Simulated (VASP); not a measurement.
Runs of VASP 6.6.1 on Lu2AlN3. The structure is that of space group P6/mmm (No. 191), or close to it. The cells are those of the table. 

| task | cell | k mesh | cutoff (eV) | gap on the mesh (eV) | pressure (GPa) | relaxed volume (Å³/atom) |
| --- | --- | --- | --- | --- | --- | --- |
| relaxation of cell and atoms | relaxed from a = 5.814, b = 5.814, c = 3.894 Å, angles 90.0, 90.0, 120.0°, 6 atoms | 3 × 3 × 4 | 600 | none | -0.2 | 14.53 |
| single point | a = 4.921, b = 4.921, c = 4.154 Å, angles 90.0, 90.0, 120.0°, 6 atoms | 3 × 3 × 4 | 520 | none | 0.4 | - |
| relaxation of cell and atoms | relaxed from a = 4.921, b = 4.921, c = 4.154 Å, angles 90.0, 90.0, 120.0°, 6 atoms | 6 × 6 × 4 | 600 | none | 0.1 | (a) |
| single point | a = 5.814, b = 5.814, c = 3.894 Å, angles 90.0, 90.0, 120.0°, 6 atoms | 3 × 3 × 4 | 520 | none | 1.9 | - |
| single point | a = 4.844, b = 4.844, c = 4.204 Å, angles 90.0, 90.0, 120.0°, 6 atoms | 12 × 12 × 10 | 520 | none | 0.6 | - |
| single point | a = 4.969, b = 4.969, c = 4.135 Å, angles 90.0, 90.0, 120.0°, 6 atoms | 6 × 6 × 4 | 520 | none | 0.6 | - |

Alike in all rows: level PBE; potentials or basis VASP PAW PBE potentials, release 64 (Lu, Al, N); no spin polarisation; smearing gaussian 0.1 eV.

Question: Fill in the values left out.

Answer: (a) 14.61.

Caveats: some runs use coarse meshes; spin-orbit coupling is left out, which moves the levels of the heavy elements; the volume moved by over 15 % at a fixed basis, so the end points are rough (some runs).

A k mesh can miss the band edges, and the runs leave out spin-orbit coupling on Lu.

A gap of «none» marks levels without a gap at the run's occupations.
